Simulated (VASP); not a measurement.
# CdS: single point with PBE

CdS:

```xyz
2
Lattice="4.2144 0.0000 0.0000 -2.1072 3.6498 0.0000 2.1072 -1.2166 3.3982" Properties=species:S:1:pos:R:3 pbc="T T T"
Cd    0.0000    0.0000    0.0000
S     4.2144    0.0000    2.5487
```

```
Program                : VASP 6.6.1
Task                   : single point
Functional             : PBE
Potentials or basis    : VASP PAW PBE potentials, release 64 (Cd, S)
Cutoff                 : 500 eV
k mesh                 : 9 × 9 × 10
Occupations            : gaussian, width 0.02 eV
Spin                   : no spin polarisation
Dipole correction      : no
Further INCAR settings : ALGO = Normal; EDIFF = 1e-06; NBANDS = 16; ISYM = 0
```

```
Pressure               : 0.1 GPa
Largest force          : 0.081 eV/Å
Band gap on the k mesh : 1.01 eV, direct
```

Forces on the atoms (eV/Å):
```
Cd   0.000  0.000 -0.081
S    0.000  0.000  0.081
```

Stress tensor (GPa, compression positive):
```
-0.33  0.00  0.00
 0.00 -0.33  0.00
 0.00  0.00  0.83
```

Levels at points of the mesh, in eV from the valence-band top:
| k point | band 5 | band 6 | band 7 | band 8 | band 9 | band 10 | band 11 | band 12 | band 13 | band 14 |
| --- | --- | --- | --- | --- | --- | --- | --- | --- | --- | --- |
| (0.00, 0.00, 0.00) | -7.16 | -7.16 | -0.03 | -0.03 | 0.00 | 1.01 | 6.48 | 6.48 | 6.64 | 11.13 |
| (0.00, 0.00, 0.50) | -7.13 | -6.82 | -4.12 | -0.74 | -0.74 | 2.86 | 6.93 | 6.93 | 7.36 | 10.86 |

Wall time 7.7 min on 1 thread of AMD EPYC 7R13 (shared host), peak memory 0.4 GiB.
